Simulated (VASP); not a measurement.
# ZnS (F-43m) in VASP: density of states with PBE

Aim: the density of states of ZnS with PBE.

All numbers are computed with VASP 6.6.1; they aren't measurements. Logs are shortened: lines on timing, memory, paths and dates and some standing lists are left out, and cuts for length are marked.

## Step 1: The cell of the first run

Symmetry: F-43m, No. 216, cubic system. Conventional cell: a = 5.444 Å, b = 5.444 Å, c = 5.444 Å, α = 90.00°, β = 90.00°, γ = 90.00°. Within 3.1 Å of Zn (site symmetry -43m) lie 4 S at 2.36 Å. S (site symmetry -43m) has 4 Zn at 2.36 Å within 3.1 Å.

## Step 2: Density of states, PBE

The input, POSCAR:

```
ZnS
1.0
    0.0000000000      2.7217991804      2.7217991804
    2.7217991804      0.0000000000      2.7217991804
    2.7217991804      2.7217991804      0.0000000000
Zn S
1 1
Direct
    0.0000000000      0.0000000000      0.0000000000
    0.7500000000      0.7500000000      0.7500000000
```

The input, INCAR.step1:

```
PREC = Accurate
ENCUT = 520
EDIFF = 1E-7
ISMEAR = 0
SIGMA = 0.05
LREAL = F
LASPH = T
NELM = 80
ALGO = Normal
ISIF = 2
LWAVE = F
LCHARG = T
GGA = PE
NBANDS = 16
```

The input, KPOINTS.step1:

```
Automatic mesh
0
Gamma
  12 12 12
```

The input, INCAR.step2:

```
PREC = Accurate
ENCUT = 520
EDIFF = 1E-7
ISMEAR = -5
SIGMA = 0.05
LREAL = F
LASPH = T
NELM = 80
ALGO = Normal
ISIF = 2
LWAVE = F
LCHARG = F
GGA = PE
LORBIT = 11
NEDOS = 1001
ICHARG = 11
```

The input, KPOINTS.step2:

```
Automatic mesh
0
Gamma
  18 18 18
```

Potentials or basis: VASP PAW PBE potentials, release 64 (Zn, S).

On the command line:

```bash
> cat potpaw_PBE.64/Zn/POTCAR potpaw_PBE.64/S/POTCAR > POTCAR
> cp INCAR.step1 INCAR
> cp KPOINTS.step1 KPOINTS
> mpirun -np 1 vasp_std > vasp.out
> cp INCAR.step2 INCAR
> cp KPOINTS.step2 KPOINTS
> mpirun -np 1 vasp_std > vasp.out
```

OUTCAR:

```text
PREC = Accurate
   ENCUT = 520
   EDIFF = 1E-7
   ISMEAR = -5
   LREAL = F
   LASPH = T
   NELM = 80
   ISIF = 2
   GGA = PE
   LORBIT = 11
   ICHARG = 11

 ion  position               nearest neighbor table
   1  0.000  0.000  0.000-   2 2.36   2 2.36   2 2.36   2 2.36
   2  0.750  0.750  0.750-   1 2.36   1 2.36   1 2.36   1 2.36

  LATTYP: Found a face centered cubic cell.
 ALAT       =     5.4435983608

  Lattice vectors:

 A1 = (   0.0000000000,   2.7217991804,   2.7217991804)
 A2 = (   2.7217991804,   0.0000000000,   2.7217991804)
 A3 = (   2.7217991804,   2.7217991804,   0.0000000000)

Analysis of symmetry for initial positions (statically):
=====================================================================
 Subroutine PRICEL returns:
 Original cell was already a primitive cell.

 Routine SETGRP: Setting up the symmetry group for a
 face centered cubic supercell.

 Subroutine GETGRP returns: Found 24 space group operations
 (whereof 24 operations were pure point group operations)
 out of a pool of 48 trial point group operations.

The static configuration has the point symmetry T_d .

Analysis of symmetry for dynamics (positions and initial velocities):
=====================================================================
 Subroutine PRICEL returns:
 Original cell was already a primitive cell.

 Routine SETGRP: Setting up the symmetry group for a
 face centered cubic supercell.

 Subroutine GETGRP returns: Found 24 space group operations
 (whereof 24 operations were pure point group operations)
 out of a pool of 48 trial point group operations.

The dynamic configuration has the point symmetry T_d .

 Subroutine INISYM returns: Found 24 space group operations
 (whereof 24 operations are pure point group operations),
 and found     1 'primitive' translations

----------------------------------------------------------------------------------------

                                     Primitive cell

  volume of cell :      40.3272

  direct lattice vectors                    reciprocal lattice vectors
     0.000000000  2.721799180  2.721799180    -0.183702017  0.183702017  0.183702017
     2.721799180  0.000000000  2.721799180     0.183702017 -0.183702017  0.183702017
     2.721799180  2.721799180  0.000000000     0.183702017  0.183702017 -0.183702017

  length of vectors
     3.849205315  3.849205315  3.849205315     0.318181227  0.318181227  0.318181227

  position of ions in fractional coordinates (direct lattice)
     0.000000000  0.000000000  0.000000000
     0.750000000  0.750000000  0.750000000

  ion indices of the primitive-cell ions
   primitive index   ion index
                 1           1
                 2           2

----------------------------------------------------------------------------------------

 KPOINTS: Automatic mesh

Automatic generation of k-mesh.
 Grid dimensions read from file:
 generate k-points for:   18   18   18

 Generating k-lattice:

  Cartesian coordinates                     Fractional coordinates (reciprocal lattice)
    -0.010205668  0.010205668  0.010205668     0.055555556  0.000000000  0.000000000
     0.010205668 -0.010205668  0.010205668     0.000000000  0.055555556  0.000000000
     0.010205668  0.010205668 -0.010205668     0.000000000  0.000000000  0.055555556

  Length of vectors
     0.017676735  0.017676735  0.017676735

  Shift w.r.t. Gamma in fractional coordinates (k-lattice)
     0.000000000  0.000000000  0.000000000

 TETIRR: Found    806 inequivalent tetrahedra from    34992

 Subroutine IBZKPT returns following result:
 ===========================================

 Found    195 irreducible k-points:

 Following reciprocal coordinates:
            Coordinates               Weight
  0.000000  0.000000  0.000000      1.000000
  0.055556  0.000000  0.000000      8.000000
  0.111111  0.000000  0.000000      8.000000
  0.166667  0.000000  0.000000      8.000000
  0.222222  0.000000  0.000000      8.000000
  0.277778  0.000000  0.000000      8.000000
[... 16 lines left out ...]
 -0.277778  0.055556  0.000000     24.000000
 -0.222222  0.055556  0.000000     24.000000
 [... further k-points ...]
   k-points           NKPTS =    195   k-points in BZ     NKDIM =    195   number of bands    NBANDS=     13
   number of dos      NEDOS =   1001   number of ions     NIONS =      2
   total plane-waves  NPLWV =  27000
   dimension x,y,z NGX =    30 NGY =   30 NGZ =   30
   dimension x,y,z NGXF=    60 NGYF=   60 NGZF=   60
   ions per type =               1   1
   NGX,Y,Z   is equivalent  to a cutoff of  12.96, 12.96, 12.96 a.u.
   NGXF,Y,Z  is equivalent  to a cutoff of  25.91, 25.91, 25.91 a.u.
 SYSTEM =  unknown system
   PREC   = accura    normal or accurate (medium, high low for compatibility)
   ISTART =      0    job   : 0-new  1-cont  2-samecut
   ICHARG =     11    charge: 1-file 2-atom 10-const
   ISPIN  =      1    spin polarized calculation?
   LNONCOLLINEAR =      F non collinear calculations
   LSORBIT =      F    spin-orbit coupling
   LASPH  =      T    aspherical Exc in radial PAW
   ENCUT  =  520.0 eV  38.22 Ry    6.18 a.u.   7.16  7.16  7.16*2*pi/ulx,y,z
   NELM   =     80;   NELMIN=  2; NELMDL=  0     # of ELM steps
   EDIFF  = 0.1E-06   stopping-criterion for ELM
   LREAL  =      F    real-space projection
   EDIFFG = 0.1E-05   stopping-criterion for IOM
   NSW    =      0    number of steps for IOM
   IBRION =     -1    ionic relax: 0-MD 1-quasi-New 2-CG
   NFREE  =      0    steps in history (QN), initial steepest desc. (CG)
   ISIF   =      2    stress and relaxation
   ISYM   =      2    0-nonsym 1-usesym 2-fastsym
   POTIM  = 0.5000    time-step for ionic-motion
   TEBEG  =    0.0;   TEEND  =   0.0 temperature during run
   PSTRESS=    0.0 pullay stress
   NELECT =      18.0000    total number of electrons
   NUPDOWN=      -1.0000    fix difference up-down
   EMIN   =  10.00;   EMAX   =-10.00  energy-range for DOS
   EFERMI =   0.00;   METHOD = LEGACY
   ISMEAR =    -5;   SIGMA  =   0.05  broadening in eV -4-tet -1-fermi 0-gaus
   EFERMI_NEDOS =   21; number of points for ismear=-14 and -15
   IALGO  =     38    algorithm
   IMIX   =      4    mixing-type and parameters
     AMIX     =   0.40;   BMIX     =  1.00
     AMIX_MAG =   1.60;   BMIX_MAG =  1.00
  volume/ion in A,a.u.               =      20.16       136.07
  Fermi-wavevector in a.u.,A,eV,Ry     =   1.251122  2.364277 21.297277  1.565306
  Thomas-Fermi vector in A             =   2.385084
   LORBIT       =     11    0 simple, 1 ext, 2 COOP (PROOUT), +10 PAW based schemes
   GGA     = PE    functional components
   LHFCALC =     F    Hartree Fock is set to
   AEXX    =    0.0000 exact exchange contribution
   IVDW    =     0    specifies the selected vdW correction
   LEPSILON=     F    determine dielectric tensor
   LRPA    =     F    only Hartree local field effects (RPA)
 non-spin polarized calculation
 Fermi weights with tetrahedron method with Bloechl corrections
  energy-cutoff  :      520.00
  volume of cell :       40.33
 maximum number of plane-waves:      1106
 NGX is ok and might be reduce to    30

 number of electron      18.0000008 magnetization

 Free energy of the ion-electron system (eV)
  ---------------------------------------------------
  ext. energy  EPLUGINS =         0.00000000
  ---------------------------------------------------
  free energy    TOTEN  =        -6.85262734 eV

  energy without entropy =       -6.85262734  energy(sigma->0) =       -6.85262734

 E-fermi :   1.9214     XC(G=0):  -9.5273

 val. band max:        1.9046102739   @ k =   0.0000   0.0000   0.0000
 cond. band min:       3.9239361406   @ k =   0.0000   0.0000   0.0000
 fundamental gap:      2.0193258666
 Fermi energy:         1.9213956056

 k-point     1 :       0.0000    0.0000    0.0000
  band No.  band energies     occupation
      1     -11.0852      2.00000
      2      -4.3497      2.00000
      3      -4.3497      2.00000
      4      -4.3497      2.00000
      5      -3.8757      2.00000
      6      -3.8757      2.00000
      7       1.9046      2.00000
      8       1.9046      2.00000
      9       1.9046      2.00000
     10       3.9239      0.00000
     11       8.3156      0.00000
     12       8.3156      0.00000
     13       8.3156      0.00000

 k-point     2 :       0.0556    0.0000    0.0000
  band No.  band energies     occupation
      1     -11.0624      2.00000
      2      -4.3497      2.00000
      3      -4.3455      2.00000
      4      -4.3455      2.00000
      5      -3.8761      2.00000
      6      -3.8761      2.00000
      7       1.6142      2.00000
      8       1.8747      2.00000
      9       1.8747      2.00000
     10       4.1654      0.00000
     11       8.2729      0.00000
     12       8.3699      0.00000
     13       8.3699      0.00000

 k-point     3 :       0.1111    0.0000    0.0000
  band No.  band energies     occupation
      1     -10.9958      2.00000
      2      -4.3479      2.00000
      3      -4.3336      2.00000
      4      -4.3336      2.00000
      5      -3.8770      2.00000
      6      -3.8770      2.00000
      7       0.9827      2.00000
      8       1.7908      2.00000
      9       1.7908      2.00000
     10       4.6327      0.00000
     11       8.2105      0.00000
     12       8.5163      0.00000
     13       8.5163      0.00000

 k-point     4 :       0.1667    0.0000    0.0000
  band No.  band energies     occupation
      1     -10.8905      2.00000
      2      -4.3394      2.00000
      3      -4.3160      2.00000
      4      -4.3160      2.00000
      5      -3.8774      2.00000
      6      -3.8774      2.00000
      7       0.2455      2.00000
      8       1.6682      2.00000
      9       1.6682      2.00000
     10       5.0419      0.00000
     11       8.2714      0.00000
     12       8.7066      0.00000
     13       8.7066      0.00000

 k-point     5 :       0.2222    0.0000    0.0000
  band No.  band energies     occupation
      1     -10.7552      2.00000
      2      -4.3161      2.00000
      3      -4.2958      2.00000
      4      -4.2958      2.00000
      5      -3.8760      2.00000
      6      -3.8760      2.00000
      7      -0.5084      2.00000
      8       1.5261      2.00000
      9       1.5261      2.00000
     10       5.2697      0.00000
     11       8.5638      0.00000
     12       8.8719      0.00000
     13       8.8719      0.00000
[... 257 lines left out ...]
 k-point    22 :      -0.3333    0.0556    0.0000
  band No.  band energies     occupation
      1     -10.3900      2.00000
      2      -4.2531      2.00000
      3      -4.2516      2.00000
      4      -4.1355      2.00000
      5      -3.8710      2.00000
      6      -3.8511      2.00000
      7      -2.1038      2.00000
      8       0.9839      2.00000
      9       1.2665      2.00000
     10       5.4376      0.00000
     11       8.8857      0.00000
     12       8.9506      0.00000
     13       9.8081      0.00000

 k-point    23 :      -0.2778    0.0556    0.0000
  band No.  band energies     occupation
      1     -10.5360      2.00000
      2      -4.2691      2.00000
      3      -4.2686      2.00000
      4      -4.2361      2.00000
      5      -3.8794      2.00000
      6      -3.8592      2.00000
      7      -1.4632      2.00000
      8       1.0901      2.00000
      9       1.4062      2.00000
     10       5.4808      0.00000
     11       8.8710      0.00000
     12       8.9446      0.00000
     13       9.2870      0.00000

 k-point    24 :      -0.2222    0.0556    0.0000
  band No.  band energies     occupation
      1     -10.6888      2.00000
      2      -4.3072      2.00000
      3      -4.2888      2.00000
      4      -4.2765      2.00000
      5      -3.8841      2.00000
      6      -3.8656      2.00000
      7      -0.7640      2.00000
      8       1.2297      2.00000
      9       1.5543      2.00000
     10       5.4550      0.00000
     11       8.5133      0.00000
     12       8.8687      0.00000
     13       9.1090      0.00000

 [... further k-points ...]
[... 5 lines left out ...]
  --------------------------------------------------------------------------------------
  -------------------------------------------------------------------------------------
  Total        0.0505529      0.0505529      0.0505529     -0.0000000      0.0000000      0.0000000
  in kB        2.0084392      2.0084392      2.0084392     -0.0000000      0.0000000      0.0000000
  external PRESSURE =       2.0084392 kB  Pullay stress =       0.0000000 kB

 VOLUME and BASIS-vectors are now :
 -----------------------------------------------------------------------------
  energy-cutoff  :      520.00
  volume of cell :       40.33
      direct lattice vectors                 reciprocal lattice vectors
     0.000000000  2.721799180  2.721799180    -0.183702017  0.183702017  0.183702017
     2.721799180  0.000000000  2.721799180     0.183702017 -0.183702017  0.183702017
     2.721799180  2.721799180  0.000000000     0.183702017  0.183702017 -0.183702017

 POSITION                                       TOTAL-FORCE (eV/Angst)
 -----------------------------------------------------------------------------------
      0.00000      0.00000      0.00000        -0.000000     -0.000000     -0.000000
      4.08270      4.08270      4.08270         0.000000      0.000000      0.000000
 -----------------------------------------------------------------------------------
    total drift:                                0.000000      0.000000      0.000000

  FREE ENERGIE OF THE ION-ELECTRON SYSTEM (eV)
  ---------------------------------------------------
  free  energy   TOTEN  =        -6.8526273416 eV

  energy  without entropy=       -6.8526273416  energy(sigma->0) =       -6.85262734

 total charge

# of ion       s       p       d       tot
------------------------------------------
    1        0.514   0.458   9.797  10.769
    2        1.316   2.426   0.000   3.742
--------------------------------------------------
tot          1.830   2.884   9.797  14.511
```

Wall time 3.5 min (1 thread of AMD EPYC 7R13, shared host); peak memory 0.21 GiB.

Results:

- Valence electrons inside the program's atomic spheres: Zn 10.77; S 3.74
